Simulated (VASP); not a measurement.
# As (R-3m) in VASP: a series of runs

As is run at these levels: PBE+D3(BJ); tasks: single point, relaxation of cell and atoms.

All numbers are computed with VASP 6.6.1; they aren't measurements. Logs are shortened: lines on timing, memory, paths and dates and some standing lists are left out, and cuts for length are marked.

## Step 1: The cell of the first run

Symmetry: R-3m, No. 166, trigonal system. Conventional cell: a = 3.783 Å, b = 3.783 Å, c = 10.114 Å, α = 90.00°, β = 90.00°, γ = 120.00°. Within 3.3 Å of As (site symmetry 3m) lie 6 As at 2.54 to 3.02 Å.

## Step 2: Single point, PBE+D3(BJ)

INCAR

```
ALGO = Normal
EDIFF = 1E-6
ENCUT = 520
GGA = PE
ISIF = 2
ISMEAR = 0
IVDW = 12
LASPH = T
LCHARG = F
LREAL = F
LWAVE = F
NBANDS = 12
NELM = 80
PREC = Accurate
SIGMA = 0.1
```

KPOINTS

```
k-points
0
Gamma
  15 15 15
```

POSCAR

```
As
1.0
    1.8914431610      1.0920252182      3.3714428760
   -1.8914431610      1.0920252182      3.3714428760
    0.0000000000     -2.1840504364      3.3714428760
As
2
Direct
    0.2302925050      0.2302925050      0.2302925050
    0.7697074950      0.7697074950      0.7697074950
```

Potentials or basis: VASP PAW PBE potentials, release 64 (As).

Run with:

```sh
$ cat potpaw_PBE.64/As/POTCAR > POTCAR
$ mpirun -np 1 vasp_std > vasp.out
```

OUTCAR:

```text
EDIFF = 1E-6
   ENCUT = 520
   GGA = PE
   ISIF = 2
   ISMEAR = 0
   IVDW = 12
   LASPH = T
   LREAL = F
   NELM = 80
   PREC = Accurate
 IVDW          = 12

 ion  position               nearest neighbor table
   1  0.230  0.230  0.230-   2 2.54   2 2.54   2 2.54
   2  0.770  0.770  0.770-   1 2.54   1 2.54   1 2.54

  LATTYP: Found a trigonal (rhomboedric) cell.
 ALAT       =     4.0170515773
 COS(alpha) =     0.5565937914

  Lattice vectors:

 A1 = (   1.8914431610,   1.0920252182,   3.3714428760)
 A2 = (  -1.8914431610,   1.0920252182,   3.3714428760)
 A3 = (   0.0000000000,  -2.1840504364,   3.3714428760)

Analysis of symmetry for initial positions (statically):
=====================================================================
 Subroutine PRICEL returns:
 Original cell was already a primitive cell.

 Routine SETGRP: Setting up the symmetry group for a
 trigonal (rhombohedral) supercell.

 Subroutine GETGRP returns: Found 12 space group operations
 (whereof 12 operations were pure point group operations)
 out of a pool of 12 trial point group operations.

The static configuration has the point symmetry D_3d.

Analysis of symmetry for dynamics (positions and initial velocities):
=====================================================================
 Subroutine PRICEL returns:
 Original cell was already a primitive cell.

 Routine SETGRP: Setting up the symmetry group for a
 trigonal (rhombohedral) supercell.

 Subroutine GETGRP returns: Found 12 space group operations
 (whereof 12 operations were pure point group operations)
 out of a pool of 12 trial point group operations.

The dynamic configuration has the point symmetry D_3d.

 Subroutine INISYM returns: Found 12 space group operations
 (whereof 12 operations are pure point group operations),
 and found     1 'primitive' translations

----------------------------------------------------------------------------------------

                                     Primitive cell

  volume of cell :      41.7824

  direct lattice vectors                    reciprocal lattice vectors
     1.891443161  1.092025218  3.371442876     0.264348414  0.152621628  0.098869637
    -1.891443161  1.092025218  3.371442876    -0.264348414  0.152621628  0.098869637
     0.000000000 -2.184050436  3.371442876     0.000000000 -0.305243256  0.098869637

  length of vectors
     4.017051577  4.017051577  4.017051577     0.320856121  0.320856121  0.320856121

  position of ions in fractional coordinates (direct lattice)
     0.230292505  0.230292505  0.230292505
     0.769707495  0.769707495  0.769707495

  ion indices of the primitive-cell ions
   primitive index   ion index
                 1           1
                 2           2

----------------------------------------------------------------------------------------

 KPOINTS: k-points

Automatic generation of k-mesh.
 Grid dimensions read from file:
 generate k-points for:   15   15   15

 Generating k-lattice:

  Cartesian coordinates                     Fractional coordinates (reciprocal lattice)
     0.017623228  0.010174775  0.006591309     0.066666667  0.000000000  0.000000000
    -0.017623228  0.010174775  0.006591309     0.000000000  0.066666667  0.000000000
     0.000000000 -0.020349550  0.006591309     0.000000000  0.000000000  0.066666667

  Length of vectors
     0.021390408  0.021390408  0.021390408

  Shift w.r.t. Gamma in fractional coordinates (k-lattice)
     0.000000000  0.000000000  0.000000000

 Subroutine IBZKPT returns following result:
 ===========================================

 Found    344 irreducible k-points:

 Following reciprocal coordinates:
            Coordinates               Weight
  0.000000  0.000000  0.000000      1.000000
  0.066667 -0.000000  0.000000      6.000000
  0.133333  0.000000  0.000000      6.000000
  0.200000  0.000000  0.000000      6.000000
  0.266667  0.000000  0.000000      6.000000
  0.333333  0.000000 -0.000000      6.000000
[... 16 lines left out ...]
  0.133333  0.133333 -0.000000      6.000000
  0.200000  0.133333  0.000000     12.000000
 [... further k-points ...]
   k-points           NKPTS =    344   k-points in BZ     NKDIM =    344   number of bands    NBANDS=     12
   number of dos      NEDOS =    301   number of ions     NIONS =      2
   total plane-waves  NPLWV =  27000
   dimension x,y,z NGX =    30 NGY =   30 NGZ =   30
   dimension x,y,z NGXF=    60 NGYF=   60 NGZF=   60
   ions per type =               2
   NGX,Y,Z   is equivalent  to a cutoff of  12.42, 12.42, 12.42 a.u.
   NGXF,Y,Z  is equivalent  to a cutoff of  24.83, 24.83, 24.83 a.u.
 SYSTEM =  unknown system
   PREC   = accura    normal or accurate (medium, high low for compatibility)
   ISTART =      0    job   : 0-new  1-cont  2-samecut
   ICHARG =      2    charge: 1-file 2-atom 10-const
   ISPIN  =      1    spin polarized calculation?
   LNONCOLLINEAR =      F non collinear calculations
   LSORBIT =      F    spin-orbit coupling
   LASPH  =      T    aspherical Exc in radial PAW
   ENCUT  =  520.0 eV  38.22 Ry    6.18 a.u.   7.47  7.47  7.47*2*pi/ulx,y,z
   NELM   =     80;   NELMIN=  2; NELMDL= -5     # of ELM steps
   EDIFF  = 0.1E-05   stopping-criterion for ELM
   LREAL  =      F    real-space projection
   EDIFFG = 0.1E-04   stopping-criterion for IOM
   NSW    =      0    number of steps for IOM
   IBRION =     -1    ionic relax: 0-MD 1-quasi-New 2-CG
   NFREE  =      0    steps in history (QN), initial steepest desc. (CG)
   ISIF   =      2    stress and relaxation
   ISYM   =      2    0-nonsym 1-usesym 2-fastsym
   POTIM  = 0.5000    time-step for ionic-motion
   TEBEG  =    0.0;   TEEND  =   0.0 temperature during run
   PSTRESS=    0.0 pullay stress
   NELECT =      10.0000    total number of electrons
   NUPDOWN=      -1.0000    fix difference up-down
   EMIN   =  10.00;   EMAX   =-10.00  energy-range for DOS
   EFERMI =   0.00;   METHOD = LEGACY
   ISMEAR =     0;   SIGMA  =   0.10  broadening in eV -4-tet -1-fermi 0-gaus
   EFERMI_NEDOS =   21; number of points for ismear=-14 and -15
   IALGO  =     38    algorithm
   IMIX   =      4    mixing-type and parameters
     AMIX     =   0.40;   BMIX     =  1.00
     AMIX_MAG =   1.60;   BMIX_MAG =  1.00
  volume/ion in A,a.u.               =      20.89       140.98
  Fermi-wavevector in a.u.,A,eV,Ry     =   1.016429  1.920773 14.056566  1.033128
  Thomas-Fermi vector in A             =   2.149772
   LORBIT       =      0    0 simple, 1 ext, 2 COOP (PROOUT), +10 PAW based schemes
   GGA     = PE    functional components
   LHFCALC =     F    Hartree Fock is set to
   AEXX    =    0.0000 exact exchange contribution
   IVDW    =    12    specifies the selected vdW correction
   LEPSILON=     F    determine dielectric tensor
   LRPA    =     F    only Hartree local field effects (RPA)
 non-spin polarized calculation
 Gauss-broadening in eV      SIGMA  =   0.10
  energy-cutoff  :      520.00
  volume of cell :       41.78
 maximum number of plane-waves:      1136
 NGX is ok and might be reduce to    30
   NGX = 15   NGY = 15   NGZ = 15

 number of electron      10.0000000 magnetization

 Free energy of the ion-electron system (eV)
  ---------------------------------------------------
  ext. energy  EPLUGINS =         0.00000000
  ---------------------------------------------------
  free energy    TOTEN  =        -9.30857590 eV

  energy without entropy =       -9.30797655  energy(sigma->0) =       -9.30827623

 E-fermi :   5.7717     XC(G=0): -10.1284

 val. band max:        5.7243555541   @ k =   0.3333   0.1333   0.1333
 cond. band min:       5.7805372476   @ k =   0.3333   0.2000   0.2000
 fundamental gap:      0.0561816935
 Fermi energy:         5.7717023649

 k-point     1 :       0.0000    0.0000    0.0000
  band No.  band energies     occupation
      1      -9.3837      2.00000
      2       0.1737      2.00000
      3       3.3547      2.00000
      4       3.6721      2.00000
      5       3.6721      2.00000
      6       7.8546      0.00000
      7       8.8745      0.00000
      8       8.8745      0.00000
      9      12.2494      0.00000
     10      12.2494      0.00000
     11      12.6512      0.00000
     12      14.2775      0.00000

 k-point     2 :       0.0667   -0.0000    0.0000
  band No.  band energies     occupation
      1      -9.3235      2.00000
      2      -0.0869      2.00000
      3       3.3812      2.00000
      4       3.6415      2.00000
      5       3.7200      2.00000
      6       7.9127      0.00000
      7       8.7308      0.00000
      8       8.7764      0.00000
      9      11.9043      0.00000
     10      12.1863      0.00000
     11      12.3546      0.00000
     12      14.7150      0.00000

 k-point     3 :       0.1333    0.0000    0.0000
  band No.  band energies     occupation
      1      -9.1435      2.00000
      2      -0.7561      2.00000
      3       3.3505      2.00000
      4       3.5604      2.00000
      5       3.9198      2.00000
      6       7.9002      0.00000
      7       8.3946      0.00000
      8       8.4770      0.00000
      9      11.4409      0.00000
     10      12.1220      0.00000
     11      12.2825      0.00000
     12      15.7350      0.00000
[... 286 lines left out ...]
 k-point    23 :       0.1333    0.1333   -0.0000
  band No.  band energies     occupation
      1      -9.0837      2.00000
      2      -0.8571      2.00000
      3       2.7889      2.00000
      4       3.1600      2.00000
      5       4.8503      2.00000
      6       7.0470      0.00000
      7       8.2874      0.00000
      8       9.3306      0.00000
      9      11.4145      0.00000
     10      12.5866      0.00000
     11      13.0124      0.00000
     12      14.7761      0.00000

 k-point    24 :       0.2000    0.1333    0.0000
  band No.  band energies     occupation
      1      -8.8763      2.00000
      2      -1.3667      2.00000
      3       2.5181      2.00000
      4       2.9618      2.00000
      5       4.9662      2.00000
      6       6.7953      0.00000
      7       8.3693      0.00000
      8       9.3374      0.00000
      9      11.1049      0.00000
     10      12.8747      0.00000
     11      13.5495      0.00000
     12      15.2088      0.00000

 [... further k-points ...]

------------------------ aborting loop because EDIFF is reached ----------------------------------------

 Edisp (eV)   -0.86627

 E8    (eV) :    -0.3670

  FORCE on cell =-STRESS in cart. coord.  units (eV):
  Direction    XX          YY          ZZ          XY          YZ          ZX
  --------------------------------------------------------------------------------------
  -------------------------------------------------------------------------------------
  Total       0.08782     0.08782     0.05702    -0.00000     0.00000     0.00000
  in kB       3.36765     3.36765     2.18642    -0.00000     0.00000     0.00000
  external pressure =        2.97 kB  Pullay stress =        0.00 kB

 VOLUME and BASIS-vectors are now :
 -----------------------------------------------------------------------------
  energy-cutoff  :      520.00
  volume of cell :       41.78
      direct lattice vectors                 reciprocal lattice vectors
     1.891443161  1.092025218  3.371442876     0.264348414  0.152621628  0.098869637
    -1.891443161  1.092025218  3.371442876    -0.264348414  0.152621628  0.098869637
     0.000000000 -2.184050436  3.371442876     0.000000000 -0.305243256  0.098869637

 POSITION                                       TOTAL-FORCE (eV/Angst)
 -----------------------------------------------------------------------------------
      0.00000      0.00000      2.32925         0.000000      0.000000      0.050830
      0.00000      0.00000      7.78507         0.000000      0.000000     -0.050830
 -----------------------------------------------------------------------------------
    total drift:                               -0.000000     -0.000000      0.000000

  FREE ENERGIE OF THE ION-ELECTRON SYSTEM (eV)
  ---------------------------------------------------
  free  energy   TOTEN  =       -10.1748418307 eV

  energy  without entropy=      -10.1742424821  energy(sigma->0) =      -10.17454216
```

Wall time 53 s (1 thread of Intel Xeon 6975P-C (Granite Rapids), shared host); peak memory 0.28 GiB.

What came out:

```yaml
Free_energy: -10.1748 eV
Pressure: 0.3 GPa
Largest_force: 0.051 eV/Å
Band_gap_on_the_k_mesh: zero (bands 5 and 6 overlap by 0.14 eV)
Dispersion_energy_per_atom: -0.433 eV
```

Forces on the atoms (eV/Å):
```
As   0.000  0.000  0.051
As   0.000  0.000 -0.051
```

Levels at points of the mesh, in eV from the Fermi level:
| k point | band 1 | band 2 | band 3 | band 4 | band 5 | band 6 | band 7 | band 8 | band 9 | band 10 |
| --- | --- | --- | --- | --- | --- | --- | --- | --- | --- | --- |
| (0.00, 0.00, 0.00) | -15.16 | -5.60 | -2.42 | -2.10 | -2.10 | 2.08 | 3.10 | 3.10 | 6.48 | 6.48 |

## Step 3: Relaxation of cell and atoms, PBE+D3(BJ)

This run uses another cell than the first one, of 22.61 Å³/atom.

INCAR

```
SYSTEM = As
PREC = Accurate ; ENCUT = 600
EDIFF = 1E-6 ; ISMEAR = 0
SIGMA = 0.1 ; LREAL = .FALSE.
LASPH = .TRUE. ; NELM = 60
ALGO = Normal ; ISIF = 3
LWAVE = .FALSE. ; LCHARG = .FALSE.
GGA = PE ; IVDW = 12
IBRION = 2 ; NSW = 100
EDIFFG = -0.005
```

KPOINTS

```
regular mesh
0
G
  15 15 15
  0 0 0
```

POSCAR

```
As
1.0
    1.8774110887      1.0839237974      3.7043351684
   -1.8774110887      1.0839237974      3.7043351684
    0.0000000000     -2.1678475948      3.7043351684
As
2
Direct
    0.2244335900      0.2244335900      0.2244335900
    0.7755664100      0.7755664100      0.7755664100
```

Potentials or basis: VASP PAW PBE potentials, release 64 (As).

Run with:

```sh
$ cat potpaw_PBE.64/As/POTCAR > POTCAR
$ mpirun -np 1 vasp_std > vasp.out
```

OUTCAR:

```text
SYSTEM = As
   PREC = Accurate
   ENCUT = 600
   EDIFF = 1E-6
   ISMEAR = 0
   LREAL = .FALSE.
   LASPH = .TRUE.
   NELM = 60
   ISIF = 3
   GGA = PE
   IVDW = 12
   IBRION = 2
   NSW = 100
   EDIFFG = -0.005
 IVDW          = 12

 ion  position               nearest neighbor table
   1  0.224  0.224  0.224-   2 2.52   2 2.52   2 2.52
   2  0.776  0.776  0.776-   1 2.52   1 2.52   1 2.52

  LATTYP: Found a trigonal (rhomboedric) cell.
 ALAT       =     4.2920463924
 COS(alpha) =     0.6173339462

  Lattice vectors:

 A1 = (   1.8774110887,   1.0839237974,   3.7043351684)
 A2 = (  -1.8774110887,   1.0839237974,   3.7043351684)
 A3 = (   0.0000000000,  -2.1678475948,   3.7043351684)

Analysis of symmetry for initial positions (statically):
=====================================================================
 Subroutine PRICEL returns:
 Original cell was already a primitive cell.

 Routine SETGRP: Setting up the symmetry group for a
 trigonal (rhombohedral) supercell.

 Subroutine GETGRP returns: Found 12 space group operations
 (whereof 12 operations were pure point group operations)
 out of a pool of 12 trial point group operations.

The static configuration has the point symmetry D_3d.

Analysis of symmetry for dynamics (positions and initial velocities):
=====================================================================
[... 202 lines left out ...]

 val. band max:        5.2877701908   @ k =  -0.4667   0.4667   0.4667
 cond. band min:       5.3017157801   @ k =   0.4667   0.4000   0.4000
 fundamental gap:      0.0139455893
 Fermi energy:         5.2953570382

 k-point     1 :       0.0000    0.0000    0.0000
  band No.  band energies     occupation
      1      -9.7226      2.00000
      2      -0.9702      2.00000
      3       2.4342      2.00000
      4       3.3253      2.00000
      5       3.3253      2.00000
      6       6.7217      0.00000
      7       7.9605      0.00000
      8       7.9605      0.00000
      9      12.2665      0.00000
[... 349 lines left out ...]
  FREE ENERGIE OF THE ION-ELECTRON SYSTEM (eV)
  ---------------------------------------------------
  free  energy   TOTEN  =       -10.1536923775 eV

  energy  without entropy=      -10.1518093323  energy(sigma->0) =      -10.15275085

[... ionic steps 4 to 10 ...]

--------------------------------------- Ionic step       11  -------------------------------------------

 number of electron      10.0000000 magnetization

------------------------ aborting loop because EDIFF is reached ----------------------------------------
[... 75 lines left out ...]
--------------------------------------- Ionic step       13  -------------------------------------------

 number of electron      10.0000000 magnetization

 Free energy of the ion-electron system (eV)
  ---------------------------------------------------
  ext. energy  EPLUGINS =         0.00000000
  ---------------------------------------------------
  free energy    TOTEN  =        -9.30992736 eV

  energy without entropy =       -9.30932946  energy(sigma->0) =       -9.30962841

 E-fermi :   5.7512     XC(G=0): -10.1254

 val. band max:        5.7056919912   @ k =   0.3333   0.1333   0.1333
 cond. band min:       5.7562684684   @ k =   0.4000   0.2667   0.2667
 fundamental gap:      0.0505764772
 Fermi energy:         5.7511827926

 k-point     1 :       0.0000    0.0000    0.0000
  band No.  band energies     occupation
      1      -9.3762      2.00000
      2       0.1518      2.00000
      3       3.3509      2.00000
      4       3.6624      2.00000
      5       3.6624      2.00000
      6       7.8794      0.00000
      7       8.8698      0.00000
      8       8.8698      0.00000
      9      12.2101      0.00000
[... 309 lines left out ...]
  FREE ENERGIE OF THE ION-ELECTRON SYSTEM (eV)
  ---------------------------------------------------
  free  energy   TOTEN  =       -10.1752338115 eV

  energy  without entropy=      -10.1746359046  energy(sigma->0) =      -10.17493486

 reached required accuracy - stopping structural energy minimisation
```

OSZICAR:

```text
N       E                     dE             d eps       ncg     rms          rms(c)
DAV:   1     0.346654421530E+02    0.34665E+02   -0.47050E+03  6192   0.104E+03
DAV:   2    -0.784963069357E+01   -0.42515E+02   -0.41422E+02  9367   0.128E+02
DAV:   3    -0.934221046986E+01   -0.14926E+01   -0.14833E+01  7414   0.291E+01
DAV:   4    -0.935086335060E+01   -0.86529E-02   -0.86499E-02  7528   0.227E+00
[... 88 lines left out ...]
       N       E                     dE             d eps       ncg     rms          rms(c)
DAV:   1    -0.930994225867E+01    0.88992E-03   -0.50933E-04  6435   0.133E-01    0.195E-02
DAV:   2    -0.930993150406E+01    0.10755E-04   -0.10068E-05  6354   0.236E-02    0.108E-02
DAV:   3    -0.930992740756E+01    0.40965E-05   -0.12254E-05  6411   0.200E-02    0.241E-03
DAV:   4    -0.930992736231E+01    0.45251E-07   -0.75805E-08  3096   0.250E-03
  13 F= -.10175234E+02 E0= -.10174935E+02  d E =-.412815E-05
```

It took 7.8 min on 1 thread of Intel Xeon 6975P-C (Granite Rapids), shared host; peak memory 0.34 GiB.

Results:

```
Free energy                           : -10.1752 eV
Relaxed volume                        : 20.91 Å³/atom
Relaxed cell                          : a = 4.014 Å, b = 4.014 Å, c = 4.014 Å, α = 56.30°, β = 56.30°, γ = 56.30°
Space group after relaxing (to 0.1 Å) : R-3m (No. 166)
Energy gained by relaxing             : 23.8 meV/atom
Ionic steps                           : 13
Pressure after relaxing               : 0.0 GPa
Band gap on the k mesh                : zero (bands 5 and 6 overlap by 0.13 eV)
Dispersion energy per atom            : -0.433 eV
```

Step by step:
```tsv
step	energy change (eV)	largest force (eV/Å)	pressure (GPa)	volume (Å³)
1	0.0000	0.2870	-0.80	45.23
2	-0.0116	0.1816	-0.52	44.49
3	-0.0260	0.0426	0.54	42.44
4	-0.0364	0.1170	0.04	42.31
5	-0.0446	0.1883	-0.65	42.08
6	-0.0448	0.1961	-0.77	42.03
7	-0.0443	0.0887	0.95	41.11
8	-0.0470	0.0603	0.01	41.59
9	-0.0474	0.0350	0.03	41.68
10	-0.0476	0.0063	0.05	41.77
11	-0.0476	0.0019	0.05	41.80
12	-0.0476	0.0061	-0.08	41.87
13	-0.0476	0.0013	0.00	41.83
```

Final structure:
```cif
data_structure
_symmetry_space_group_name_H-M 'P 1'
_symmetry_Int_Tables_number 1
_cell_length_a 4.0144
_cell_length_b 4.0144
_cell_length_c 4.0144
_cell_angle_alpha 56.298
_cell_angle_beta 56.298
_cell_angle_gamma 56.298
_cell_volume 41.83
loop_
_atom_site_label
_atom_site_type_symbol
_atom_site_fract_x
_atom_site_fract_y
_atom_site_fract_z
_atom_site_occupancy
As1 As 0.23063 0.23063 0.23063 1
As2 As 0.76937 0.76937 0.76937 1
```
